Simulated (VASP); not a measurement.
Runs of VASP 6.6.1 on NaBI. The structure is that of space group P4/mmm (No. 123), or close to it. The cells are those of the table. 

```csv
task,cell,k mesh,cutoff (eV),gap on the mesh (eV),pressure (GPa)
single point,"a = 3.981, b = 3.981, c = 4.765 Å, 3 atoms",12 × 12 × 10,520,none,0.0
single point,"a = 3.229, b = 3.229, c = 8.683 Å, angles 90.0, 90.0, 91.8°, 3 atoms",6 × 6 × 2,520,none,(a)
relaxation of cell and atoms,"relaxed from a = 4.009, b = 4.009, c = 4.744 Å, 3 atoms",12 × 12 × 10,600,none,0.0
single point,"a = 4.162, b = 4.162, c = 4.328 Å, angles 90.0, 90.0, 90.2°, 3 atoms",6 × 6 × 2,520,none,0.2
```

Alike in all rows: level PBE; potentials or basis VASP PAW PBE potentials, release 64 (Na_pv, B, I); no spin polarisation; smearing gaussian 0.1 eV.

Question: Fill in the values left out.

Answer: (a) 6.6.

Caveats: some runs use coarse meshes; spin-orbit coupling is left out, which moves the levels of the heavy elements; an odd number of electrons without spin polarisation forces a metal; a magnetic or distorted state may lie lower.

A k mesh can miss the band edges, and the runs leave out spin-orbit coupling on I.

A gap of «none» marks levels without a gap at the run's occupations.
